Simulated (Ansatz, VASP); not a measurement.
**TiN in VASP and in Ansatz**

```
Ti N
1.0
     0.00000    2.11625    2.11625
     2.11625    0.00000    2.11625
     2.11625    2.11625    0.00000
Ti N
1 1
Direct
  0.00000 0.00000 0.00000
  0.50000 0.50000 0.50000
```

Alike in both runs: functional r2SCAN; k mesh 18 × 18 × 18; occupations gaussian, width 0.1 eV; no spin polarisation.

Ansatz relaxed the structure, and its values are those at the end. VASP's run is a single point on that final structure, the one shown.

|  | VASP | Ansatz |
| --- | --- | --- |
| version | VASP 6.6.1 | Ansatz 0.2.0 |
| potentials or method | VASP PAW PBE potentials, release 64 (Ti_sv, N), cutoff 520 eV | scalar-relativistic, plane waves, PAW |
| valence electrons in the cell | 17 | 17 |

VASP gave:

```
gap on the k mesh at the Fermi level (eV) : none
pressure (GPa)                            : 1.5
```

Q: Estimate Ansatz's values.

A: gap on the k mesh at the Fermi level (eV): none; pressure (GPa): 0.0.

VASP's potentials were made for PBE, not for r2SCAN. A gap of «none» marks a metal or a gap that the smearing closes. With one functional, cell and mesh, what is left measures potentials, basis and numerics.
